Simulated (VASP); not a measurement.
# KF (R-3m) in VASP: notebook

Runs on KF. Level: PBE. Tasks: single point.

Program: VASP 6.6.1. These are calculated values, not measurements. Logs are shortened: lines on timing, memory, paths and dates and some standing lists are left out, and cuts for length are marked.

## (1) The cell of the first run

Symmetry: R-3m, No. 166, trigonal system. Conventional cell: a = 3.850 Å, b = 3.850 Å, c = 10.054 Å, α = 90.00°, β = 90.00°, γ = 120.00°. K (site symmetry -3m) has 6 F at 2.78 Å within 3.7 Å. F (site symmetry -3m) has 6 K at 2.78 Å within 3.7 Å.

## (2) Single point, PBE (21.51 Å³/atom)

The input, INCAR:

```
SYSTEM = KF
PREC = Accurate
ENCUT = 520
EDIFF = 1E-7
ISMEAR = 0
SIGMA = 0.05
LREAL = .False.
LASPH = .True.
NELM = 60
ALGO = Normal
ISIF = 2
LWAVE = .False.
LCHARG = .True.
GGA = PE
LELF = .True.
LVHAR = .True.
NBANDS = 15
```

The input, KPOINTS:

```
Automatic mesh
0
Gamma
  8 8 8
  0 0 0
```

The input, POSCAR:

```
KF
1.0
    0.1201380143      2.8422984586      2.8422984586
    2.8422984586      0.1201380143      2.8422984586
    2.8422984586      2.8422984586      0.1201380143
K F
1 1
Direct
    0.0000000000      0.0000000000      0.0000000000
    0.5000000000      0.5000000000      0.5000000000
```

Potentials or basis: VASP PAW PBE potentials, release 64 (K_sv, F).

Run with:

```console
cat potpaw_PBE.64/K_sv/POTCAR potpaw_PBE.64/F/POTCAR > POTCAR
mpirun -np 1 vasp_std > vasp.out
```

OUTCAR:

```text
SYSTEM = KF
   PREC = Accurate
   ENCUT = 520
   EDIFF = 1E-7
   ISMEAR = 0
   LREAL = .False.
   LASPH = .True.
   NELM = 60
   ISIF = 2
   GGA = PE

 ion  position               nearest neighbor table
   1  0.000  0.000  0.000-   2 2.78   2 2.78   2 2.78   2 2.78   2 2.78   2 2.78
   2  0.500  0.500  0.500-   1 2.78   1 2.78   1 2.78   1 2.78   1 2.78   1 2.78

  LATTYP: Found a trigonal (rhomboedric) cell.
 ALAT       =     4.0214119657
 COS(alpha) =     0.5417839405

  Lattice vectors:

 A1 = (   0.1201380143,   2.8422984586,   2.8422984586)
 A2 = (   2.8422984586,   0.1201380143,   2.8422984586)
 A3 = (   2.8422984586,   2.8422984586,   0.1201380143)

Analysis of symmetry for initial positions (statically):
=====================================================================
 Subroutine PRICEL returns:
 Original cell was already a primitive cell.

 Routine SETGRP: Setting up the symmetry group for a
 trigonal (rhombohedral) supercell.

 Subroutine GETGRP returns: Found 12 space group operations
 (whereof 12 operations were pure point group operations)
 out of a pool of 12 trial point group operations.

The static configuration has the point symmetry D_3d.

Analysis of symmetry for dynamics (positions and initial velocities):
=====================================================================
 Subroutine PRICEL returns:
 Original cell was already a primitive cell.

 Routine SETGRP: Setting up the symmetry group for a
 trigonal (rhombohedral) supercell.

 Subroutine GETGRP returns: Found 12 space group operations
 (whereof 12 operations were pure point group operations)
 out of a pool of 12 trial point group operations.

The dynamic configuration has the point symmetry D_3d.

 Subroutine INISYM returns: Found 12 space group operations
 (whereof 12 operations are pure point group operations),
 and found     1 'primitive' translations

----------------------------------------------------------------------------------------

                                     Primitive cell

  volume of cell :      43.0140

  direct lattice vectors                    reciprocal lattice vectors
     0.120138014  2.842298459  2.842298459    -0.187479132  0.179876143  0.179876143
     2.842298459  0.120138014  2.842298459     0.179876143 -0.187479132  0.179876143
     2.842298459  2.842298459  0.120138014     0.179876143  0.179876143 -0.187479132

  length of vectors
     4.021411966  4.021411966  4.021411966     0.316005188  0.316005188  0.316005188

  position of ions in fractional coordinates (direct lattice)
[... 91 lines left out ...]
   NUPDOWN=      -1.0000    fix difference up-down
   EMIN   =  10.00;   EMAX   =-10.00  energy-range for DOS
   EFERMI =   0.00;   METHOD = LEGACY
   ISMEAR =     0;   SIGMA  =   0.05  broadening in eV -4-tet -1-fermi 0-gaus
   EFERMI_NEDOS =   21; number of points for ismear=-14 and -15
   IALGO  =     38    algorithm
   IMIX   =      4    mixing-type and parameters
     AMIX     =   0.40;   BMIX     =  1.00
     AMIX_MAG =   1.60;   BMIX_MAG =  1.00
  volume/ion in A,a.u.               =      21.51       145.14
  Fermi-wavevector in a.u.,A,eV,Ry     =   1.177366  2.224899 18.860274  1.386191
  Thomas-Fermi vector in A             =   2.313714
   LORBIT       =      0    0 simple, 1 ext, 2 COOP (PROOUT), +10 PAW based schemes
   GGA     = PE    functional components
   LHFCALC =     F    Hartree Fock is set to
   AEXX    =    0.0000 exact exchange contribution
   IVDW    =     0    specifies the selected vdW correction
   LEPSILON=     F    determine dielectric tensor
   LRPA    =     F    only Hartree local field effects (RPA)
 non-spin polarized calculation
 Gauss-broadening in eV      SIGMA  =   0.05
  energy-cutoff  :      520.00
  volume of cell :       43.01
 maximum number of plane-waves:      1173
 NGX is ok and might be reduce to    30
   NGX = 15   NGY = 15   NGZ = 15

 number of electron      15.9999994 magnetization

 Free energy of the ion-electron system (eV)
  ---------------------------------------------------
  ext. energy  EPLUGINS =         0.00000000
  ---------------------------------------------------
  free energy    TOTEN  =        -8.27174052 eV

  energy without entropy =       -8.27174052  energy(sigma->0) =       -8.27174052

 E-fermi :  -2.8219     XC(G=0):  -7.8784

 val. band max:       -3.0531763016   @ k =   0.0000   0.0000   0.0000
 cond. band min:       2.4805970431   @ k =   0.0000   0.0000   0.0000
 fundamental gap:      5.5337733447
 Fermi energy:        -2.8218845835

 k-point     1 :       0.0000    0.0000    0.0000
  band No.  band energies     occupation
      1     -29.6009      2.00000
      2     -21.6733      2.00000
      3     -12.9249      2.00000
      4     -12.9166      2.00000
      5     -12.9166      2.00000
      6      -3.1238      2.00000
      7      -3.0532      2.00000
      8      -3.0532      2.00000
      9       2.4806      0.00000
     10       6.8779      0.00000
     11       7.4023      0.00000
     12       7.4023      0.00000
     13       8.7859      0.00000
     14       8.7859      0.00000
[... 401 lines left out ...]
      2     -21.6981      2.00000
      3     -13.0650      2.00000
      4     -12.9735      2.00000
      5     -12.9370      2.00000
      6      -3.5427      2.00000
      7      -3.2482      2.00000
      8      -3.2269      2.00000
      9       4.4471      0.00000
     10       6.4433      0.00000
     11       7.8806      0.00000
     12       8.3309      0.00000
     13       9.3823      0.00000
     14       9.6732      0.00000
     15      13.5899      0.00000

 [... further k-points ...]

------------------------ aborting loop because EDIFF is reached ----------------------------------------

  FORCE on cell =-STRESS in cart. coord.  units (eV):
  Direction    XX          YY          ZZ          XY          YZ          ZX
  --------------------------------------------------------------------------------------
  -------------------------------------------------------------------------------------
  Total       -0.5171733     -0.5171733     -0.5171733     -0.1787533     -0.1787533     -0.1787533
  in kB      -19.2635745    -19.2635745    -19.2635745     -6.6581679     -6.6581679     -6.6581679
  external PRESSURE =     -19.2635745 kB  Pullay stress =       0.0000000 kB

 VOLUME and BASIS-vectors are now :
 -----------------------------------------------------------------------------
  energy-cutoff  :      520.00
  volume of cell :       43.01
      direct lattice vectors                 reciprocal lattice vectors
     0.120138014  2.842298459  2.842298459    -0.187479132  0.179876143  0.179876143
     2.842298459  0.120138014  2.842298459     0.179876143 -0.187479132  0.179876143
     2.842298459  2.842298459  0.120138014     0.179876143  0.179876143 -0.187479132

 POSITION                                       TOTAL-FORCE (eV/Angst)
 -----------------------------------------------------------------------------------
      0.00000      0.00000      0.00000        -0.000000      0.000000      0.000000
      2.90237      2.90237      2.90237         0.000000     -0.000000     -0.000000
 -----------------------------------------------------------------------------------
    total drift:                                0.000000      0.000000      0.000000

  FREE ENERGIE OF THE ION-ELECTRON SYSTEM (eV)
  ---------------------------------------------------
  free  energy   TOTEN  =        -8.2717405231 eV

  energy  without entropy=       -8.2717405231  energy(sigma->0) =       -8.27174052
```

OSZICAR:

```text
N       E                     dE             d eps       ncg     rms          rms(c)
DAV:   1     0.109064080092E+03    0.10906E+03   -0.79693E+03  1958   0.101E+03
DAV:   2    -0.487249988492E+01   -0.11394E+03   -0.10461E+03  2548   0.278E+02
DAV:   3    -0.946135561161E+01   -0.45889E+01   -0.45673E+01  2651   0.500E+01
DAV:   4    -0.958224172151E+01   -0.12089E+00   -0.12085E+00  2669   0.741E+00
DAV:   5    -0.958341142432E+01   -0.11697E-02   -0.11697E-02  2646   0.639E-01    0.622E+00
DAV:   6    -0.831437535681E+01    0.12690E+01   -0.37457E+00  2097   0.138E+01    0.346E+00
DAV:   7    -0.827686975667E+01    0.37506E-01   -0.67815E-02  2356   0.219E+00    0.192E+00
DAV:   8    -0.826914845329E+01    0.77213E-02   -0.58712E-02  2244   0.232E+00    0.206E-01
DAV:   9    -0.827094163244E+01   -0.17932E-02   -0.36828E-03  2426   0.506E-01    0.120E-01
DAV:  10    -0.827159489372E+01   -0.65326E-03   -0.48557E-04  2076   0.183E-01    0.692E-02
DAV:  11    -0.827173918832E+01   -0.14429E-03   -0.13448E-04  2139   0.943E-02    0.178E-02
DAV:  12    -0.827174000488E+01   -0.81656E-06   -0.10250E-05  2426   0.301E-02    0.368E-03
DAV:  13    -0.827174051200E+01   -0.50713E-06   -0.20023E-06  2153   0.121E-02    0.175E-03
DAV:  14    -0.827174052310E+01   -0.11093E-07   -0.59666E-08  2203   0.224E-03
   1 F= -.82717405E+01 E0= -.82717405E+01  d E =-.619304E-13
```

Run time: 70 s. Hardware: 1 thread of Intel Xeon 8259CL, shared host; peak memory 0.19 GiB.

Results:

- Free energy: -8.2717 eV
- Pressure: -1.9 GPa
- Band gap on the k mesh: 5.53 eV

Levels at points of the mesh, in eV from the valence-band top:
| k point | band 6 | band 7 | band 8 | band 9 | band 10 | band 11 |
| --- | --- | --- | --- | --- | --- | --- |
| (0.00, 0.00, 0.00) | -0.07 | 0.00 | 0.00 | 5.53 | 9.93 | 10.46 |
| (0.50, 0.00, 0.00) | -0.69 | -0.35 | -0.26 | 8.57 | 9.76 | 11.23 |
| (0.50, 0.50, 0.00) | -0.29 | -0.13 | -0.07 | 8.02 | 9.59 | 10.86 |
| (0.50, 0.50, 0.50) | -0.71 | -0.22 | -0.22 | 8.32 | 9.55 | 11.38 |

## (3) Single point, PBE (21.51 Å³/atom)

The input, INCAR:

```
SYSTEM = KF
ALGO = Normal ; EDIFF = 1E-6
ENCUT = 520 ; GGA = PE
ISIF = 2 ; ISMEAR = 0
LASPH = .True. ; LCHARG = .True.
LELF = .True. ; LREAL = .False.
LVHAR = .True. ; LWAVE = .False.
NBANDS = 15 ; NELM = 100
PREC = Accurate ; SIGMA = 0.05
```

The input, KPOINTS:

```
k-points
0
Gamma
  8 8 8
  0 0 0
```

The input, POSCAR:

```
KF
1.0
   -0.1176182665      2.7234026627      2.7234026627
    2.7234026627     -0.1176182665      2.7234026627
    2.7234026627      2.7234026627     -0.1176182665
K F
1 1
Direct
    0.0000000000      0.0000000000      0.0000000000
    0.5000000000      0.5000000000      0.5000000000
```

Potentials or basis: VASP PAW PBE potentials, release 64 (K_sv, F).

Run with:

```console
cat potpaw_PBE.64/K_sv/POTCAR potpaw_PBE.64/F/POTCAR > POTCAR
mpirun -np 1 vasp_std > vasp.out
```

OUTCAR:

```text
SYSTEM = KF
   EDIFF = 1E-6
   ENCUT = 520
   GGA = PE
   ISIF = 2
   ISMEAR = 0
   LASPH = .True.
   LREAL = .False.
   NELM = 100
   PREC = Accurate

 ion  position               nearest neighbor table
   1  0.000  0.000  0.000-   2 2.78   2 2.78   2 2.78   2 2.78   2 2.78   2 2.78
   2  0.500  0.500  0.500-   1 2.78   1 2.78   1 2.78   1 2.78   1 2.78   1 2.78

  LATTYP: Found a trigonal (rhomboedric) cell.
 ALAT       =     3.8532685065
 COS(alpha) =     0.4563863911

  Lattice vectors:

 A1 = (  -0.1176182665,   2.7234026627,   2.7234026627)
 A2 = (   2.7234026627,  -0.1176182665,   2.7234026627)
 A3 = (   2.7234026627,   2.7234026627,  -0.1176182665)

Analysis of symmetry for initial positions (statically):
=====================================================================
 Subroutine PRICEL returns:
 Original cell was already a primitive cell.

 Routine SETGRP: Setting up the symmetry group for a
 trigonal (rhombohedral) supercell.

 Subroutine GETGRP returns: Found 12 space group operations
 (whereof 12 operations were pure point group operations)
[... 178 lines left out ...]
      5     -12.9143      2.00000
      6      -3.0978      2.00000
      7      -3.0978      2.00000
      8      -3.0387      2.00000
      9       2.4822      0.00000
     10       7.0263      0.00000
     11       7.0263      0.00000
     12       7.6425      0.00000
     13       8.7826      0.00000
     14       8.7826      0.00000
[... 401 lines left out ...]
      2     -21.6983      2.00000
      3     -13.0666      2.00000
      4     -12.9891      2.00000
      5     -12.9231      2.00000
      6      -3.5609      2.00000
      7      -3.3129      2.00000
      8      -3.1578      2.00000
      9       4.4995      0.00000
     10       6.3752      0.00000
     11       7.8943      0.00000
     12       8.3493      0.00000
     13       9.2844      0.00000
     14       9.7135      0.00000
     15      13.5913      0.00000

 [... further k-points ...]

------------------------ aborting loop because EDIFF is reached ----------------------------------------

  FORCE on cell =-STRESS in cart. coord.  units (eV):
  Direction    XX          YY          ZZ          XY          YZ          ZX
  --------------------------------------------------------------------------------------
  -------------------------------------------------------------------------------------
  Total       -0.5182265     -0.5182265     -0.5182265      0.1411435      0.1411435      0.1411435
  in kB      -19.3028027    -19.3028027    -19.3028027      5.2572882      5.2572882      5.2572882
  external PRESSURE =     -19.3028027 kB  Pullay stress =       0.0000000 kB

 VOLUME and BASIS-vectors are now :
 -----------------------------------------------------------------------------
  energy-cutoff  :      520.00
  volume of cell :       43.01
      direct lattice vectors                 reciprocal lattice vectors
    -0.117618266  2.723402663  2.723402663    -0.172108802  0.179877341  0.179877341
     2.723402663 -0.117618266  2.723402663     0.179877341 -0.172108802  0.179877341
     2.723402663  2.723402663 -0.117618266     0.179877341  0.179877341 -0.172108802

 POSITION                                       TOTAL-FORCE (eV/Angst)
 -----------------------------------------------------------------------------------
      0.00000      0.00000      0.00000        -0.000000      0.000000     -0.000000
      2.66459      2.66459      2.66459         0.000000      0.000000      0.000000
 -----------------------------------------------------------------------------------
    total drift:                                0.000000      0.000000      0.000000

  FREE ENERGIE OF THE ION-ELECTRON SYSTEM (eV)
  ---------------------------------------------------
  free  energy   TOTEN  =        -8.2733723890 eV

  energy  without entropy=       -8.2733723890  energy(sigma->0) =       -8.27337239
```

OSZICAR:

```text
N       E                     dE             d eps       ncg     rms          rms(c)
DAV:   1     0.103818440438E+03    0.10382E+03   -0.80871E+03  1958   0.102E+03
DAV:   2    -0.510321125829E+01   -0.10892E+03   -0.10072E+03  2475   0.276E+02
DAV:   3    -0.944503257427E+01   -0.43418E+01   -0.43222E+01  2571   0.486E+01
DAV:   4    -0.958344283599E+01   -0.13841E+00   -0.13838E+00  2615   0.784E+00
DAV:   5    -0.958450287041E+01   -0.10600E-02   -0.10600E-02  2617   0.680E-01    0.622E+00
DAV:   6    -0.831518870487E+01    0.12693E+01   -0.37495E+00  2104   0.138E+01    0.346E+00
DAV:   7    -0.827864568871E+01    0.36543E-01   -0.67702E-02  2328   0.220E+00    0.192E+00
DAV:   8    -0.827079438038E+01    0.78513E-02   -0.58489E-02  2272   0.231E+00    0.205E-01
DAV:   9    -0.827257433372E+01   -0.17800E-02   -0.36592E-03  2349   0.505E-01    0.120E-01
DAV:  10    -0.827323040869E+01   -0.65607E-03   -0.48704E-04  2090   0.183E-01    0.694E-02
DAV:  11    -0.827337101678E+01   -0.14061E-03   -0.13151E-04  2139   0.938E-02    0.177E-02
DAV:  12    -0.827337187463E+01   -0.85785E-06   -0.10119E-05  2482   0.300E-02    0.364E-03
DAV:  13    -0.827337238900E+01   -0.51437E-06   -0.19716E-06  2152   0.121E-02
   1 F= -.82733724E+01 E0= -.82733724E+01  d E =-.181405E-22
```

Run time: 67 s. Hardware: 1 thread of Intel Xeon 8259CL, shared host; peak memory 0.19 GiB.

What came out:

| Quantity | Value |
| --- | --- |
| Free energy | -8.2734 eV |
| Pressure | -1.9 GPa |
| Band gap on the k mesh | 5.52 eV |

Stress tensor (GPa, compression positive):
```
-1.93  0.53  0.53
 0.53 -1.93  0.53
 0.53  0.53 -1.93
```

A k mesh can miss the band edges. Expect the measured gap to be larger: semilocal functionals such as PBE lack the derivative discontinuity.
